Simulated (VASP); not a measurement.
# P (Pm-3m) in VASP: further runs, part 2 of 2

VASP 6.6.1.

### 3 Single point, PBEsol+D3(BJ)

The input, INCAR:

```
SYSTEM = P
  ALGO = Normal
  EDIFF = 1E-6
  ENCUT = 500
  GGA = PS
  GGA_COMPAT = .False.
  ISIF = 2
  ISMEAR = 0
  IVDW = 12
  LASPH = .True.
  LCHARG = .True.
  LELF = .True.
  LREAL = .False.
  LVHAR = .True.
  LWAVE = .False.
  NBANDS = 8
  NELM = 120
  PREC = Accurate
  SIGMA = 0.1
```

The input, KPOINTS:

```
k-points
0
Gamma
  20 20 20
  0 0 0
```

The input, POSCAR:

```
P
1.0
    2.1015175872      0.0000000000      0.0000000000
    0.0000000000      2.1015175872      0.0000000000
    0.0000000000      0.0000000000      2.1015175872
P
1
Direct
    0.0000000000      0.0000000000      0.0000000000
```

Potentials or basis: VASP PAW PBE potentials, release 64 (P).

Run with:

```
$ cat potpaw_PBE.64/P/POTCAR > POTCAR
$ mpirun -np 1 vasp_std > vasp.out
```

OUTCAR:

```text
SYSTEM = P
   EDIFF = 1E-6
   ENCUT = 500
   GGA = PS
   ISIF = 2
   ISMEAR = 0
   IVDW = 12
   LASPH = .True.
   LREAL = .False.
   NELM = 120
   PREC = Accurate
 IVDW          = 12

 ion  position               nearest neighbor table
   1  0.000  0.000  0.000-

  LATTYP: Found a simple cubic cell.
 ALAT       =     2.1015175872

  Lattice vectors:

 A1 = (   2.1015175872,   0.0000000000,   0.0000000000)
 A2 = (   0.0000000000,   2.1015175872,   0.0000000000)
 A3 = (   0.0000000000,   0.0000000000,   2.1015175872)

Analysis of symmetry for initial positions (statically):
=====================================================================
 Subroutine PRICEL returns:
 Original cell was already a primitive cell.

 Routine SETGRP: Setting up the symmetry group for a
 simple cubic supercell.

 Subroutine GETGRP returns: Found 48 space group operations
 (whereof 48 operations were pure point group operations)
 out of a pool of 48 trial point group operations.

The static configuration has the point symmetry O_h .

Analysis of symmetry for dynamics (positions and initial velocities):
=====================================================================
 Subroutine PRICEL returns:
 Original cell was already a primitive cell.

 Routine SETGRP: Setting up the symmetry group for a
 simple cubic supercell.

 Subroutine GETGRP returns: Found 48 space group operations
 (whereof 48 operations were pure point group operations)
 out of a pool of 48 trial point group operations.

The dynamic configuration has the point symmetry O_h .

 Subroutine INISYM returns: Found 48 space group operations
 (whereof 48 operations are pure point group operations),
 and found     1 'primitive' translations

----------------------------------------------------------------------------------------

                                     Primitive cell

  volume of cell :       9.2811

[... 108 lines left out ...]
  Fermi-wavevector in a.u.,A,eV,Ry     =   1.332085  2.517275 24.142849  1.774449
  Thomas-Fermi vector in A             =   2.461046
   LORBIT       =      0    0 simple, 1 ext, 2 COOP (PROOUT), +10 PAW based schemes
   GGA     = PS    functional components
   LHFCALC =     F    Hartree Fock is set to
   AEXX    =    0.0000 exact exchange contribution
   IVDW    =    12    specifies the selected vdW correction
   LEPSILON=     F    determine dielectric tensor
   LRPA    =     F    only Hartree local field effects (RPA)
 non-spin polarized calculation
 Gauss-broadening in eV      SIGMA  =   0.10
  energy-cutoff  :      500.00
  volume of cell :        9.28
 maximum number of plane-waves:       251
 NGX is ok and might be reduce to    16
   NGX =  7   NGY =  7   NGZ =  7

 number of electron       5.0000002 magnetization

 Free energy of the ion-electron system (eV)
  ---------------------------------------------------
  ext. energy  EPLUGINS =         0.00000000
  ---------------------------------------------------
  free energy    TOTEN  =        -4.37295334 eV

  energy without entropy =       -4.37159100  energy(sigma->0) =       -4.37227217

 E-fermi :  16.9623     XC(G=0): -13.4226

 val. band max:       16.9144224946   @ k =   0.1500   0.1500   0.1000
 cond. band min:      16.9898074460   @ k =   0.4500   0.4500   0.2000
 fundamental gap:      0.0753849514
 Fermi energy:        16.9622599419

 k-point     1 :       0.0000    0.0000    0.0000
  band No.  band energies     occupation
      1      -4.7578      2.00000
      2      23.2642      0.00000
      3      23.2642      0.00000
      4      25.1606      0.00000
      5      25.1606      0.00000
      6      25.1606      0.00000
      7      37.6869      0.00000
      8      48.9014      0.00000
[... 243 lines left out ...]
 k-point    24 :       0.2000    0.1000    0.0000
  band No.  band energies     occupation
      1      -3.1663      2.00000
      2      14.9055      2.00000
      3      20.8226      0.00000
      4      26.4651      0.00000
      5      28.1629      0.00000
      6      34.0863      0.00000
      7      39.5296      0.00000
      8      42.5408      0.00000

 [... further k-points ...]

------------------------ aborting loop because EDIFF is reached ----------------------------------------

 Edisp (eV)   -0.61735

 E8    (eV) :    -0.3673

  FORCE on cell =-STRESS in cart. coord.  units (eV):
  Direction    XX          YY          ZZ          XY          YZ          ZX
  --------------------------------------------------------------------------------------
  -------------------------------------------------------------------------------------
  Total       6.99774     6.99774     6.99774     0.00000    -0.00000     0.00000
  in kB    1208.00674  1208.00674  1208.00674     0.00000    -0.00000     0.00000
  external pressure =     1208.01 kB  Pullay stress =        0.00 kB

 VOLUME and BASIS-vectors are now :
 -----------------------------------------------------------------------------
  energy-cutoff  :      500.00
  volume of cell :        9.28
      direct lattice vectors                 reciprocal lattice vectors
     2.101517587  0.000000000  0.000000000     0.475846601  0.000000000  0.000000000
     0.000000000  2.101517587  0.000000000     0.000000000  0.475846601  0.000000000
     0.000000000  0.000000000  2.101517587     0.000000000  0.000000000  0.475846601

 POSITION                                       TOTAL-FORCE (eV/Angst)
 -----------------------------------------------------------------------------------
      0.00000      0.00000      0.00000         0.000000      0.000000      0.000000
 -----------------------------------------------------------------------------------
    total drift:                                0.000000     -0.000000      0.000000

  FREE ENERGIE OF THE ION-ELECTRON SYSTEM (eV)
  ---------------------------------------------------
  free  energy   TOTEN  =        -4.9902986603 eV

  energy  without entropy=       -4.9889363271  energy(sigma->0) =       -4.98961749
```

stdout:

```text
POSCAR found type information on POSCAR P
 POSCAR found :  1 types and       1 ions
 scaLAPACK will be used
 -----------------------------------------------------------------------------
|                                                                             |
|                                                                             |
|     You enforced a specific xc type in the INCAR file but a different       |
|     I HOPE YOU KNOW WHAT YOU ARE DOING!                                     |
|                                                                             |
 -----------------------------------------------------------------------------

 LDA part: xc-table for (Slater+PW92), standard interpolation
 POSCAR, INCAR and KPOINTS ok, starting setup
 FFT: planning ... GRIDC
 FFT: planning ... GRID_SOFT
 FFT: planning ... GRID
 WAVECAR not read
 entering main loop
```

Run time: 9.4 s. Hardware: 1 thread of AMD EPYC 7R13 (Zen 3), shared host; peak memory 0.1 GiB.

Results:

```
Free energy                : -4.9903 eV
Pressure                   : 120.8 GPa
Band gap on the k mesh     : zero (an odd number of electrons rules out a gap without spin polarisation)
Dispersion energy per atom : -0.617 eV
```

Caveat: the cell stands under pressure; the PAW data sets were made with another functional, which shifts forces and pressure a little; an odd number of electrons without spin polarisation forces a metal; a magnetic or distorted state may lie lower.

The gap in the log of VASP goes by the Fermi energy; the results here count the filled bands.